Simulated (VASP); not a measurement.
Input of a VASP 6.6.1 run:

Contents of POSCAR:

```
Te2Mo
1.0
    3.4207231161      0.0000000000      0.0000000000
   -1.7103615580      2.9624331178      0.0000000000
    0.0000000000      0.0000000000     15.0645680074
Te Mo
4 2
Direct
    0.3333333333      0.6666666667      0.6275864514
    0.6666666667      0.3333333333      0.1275864514
    0.6666666667      0.3333333333      0.3724135486
    0.3333333333      0.6666666667      0.8724135486
    0.3333333333      0.6666666667      0.2500000000
    0.6666666667      0.3333333333      0.7500000000
```

INCAR.step1

```
PREC = Accurate
ENCUT = 520
ISMEAR = 0
SIGMA = 0.02
LREAL = False
LASPH = True
NELM = 100
NBANDS = 35
GGA = PE
ALGO = Normal
EDIFF = 1E-4
LWAVE = True
LCHARG = False
```

INCAR.step2

```
PREC = Accurate
ENCUT = 520
EDIFF = 1E-6
ISMEAR = 0
SIGMA = 0.02
LREAL = False
LASPH = True
NELM = 100
ALGO = Normal
ISIF = 2
LWAVE = False
LCHARG = False
METAGGA = R2SCAN
LMIXTAU = True
NBANDS = 35
ISTART = 1
```

Contents of KPOINTS:

```
Automatic mesh
0
Gamma
  12 12 2
```

Potentials or basis: VASP PAW PBE potentials, release 64 (Te, Mo_sv).

The run is started by

```console
$ cat potpaw_PBE.64/Te/POTCAR potpaw_PBE.64/Mo_sv/POTCAR > POTCAR
$ cp INCAR.step1 INCAR
$ mpirun -np 1 vasp_std > vasp.out
$ cp INCAR.step2 INCAR
$ mpirun -np 1 vasp_std > vasp.out
```

(1) What does it give for the band gap on the k mesh?

(2) Predict the largest force.

(3) Predict the pressure.

Results:

(1) 0.94 eV (least direct gap 1.35 eV).

(2) 0.025 eV/Å.

(3) 4.6 GPa.

Caveat: the cell differs from its parent crystal (biaxial strain in the a-b plane: -4.0 %, then relaxed in part); the stress differs along the axes, from 0 to 7 GPa; the PAW data sets were made with another functional, which shifts forces and pressure a little; spin-orbit coupling is left out, which moves the levels of the heavy elements.
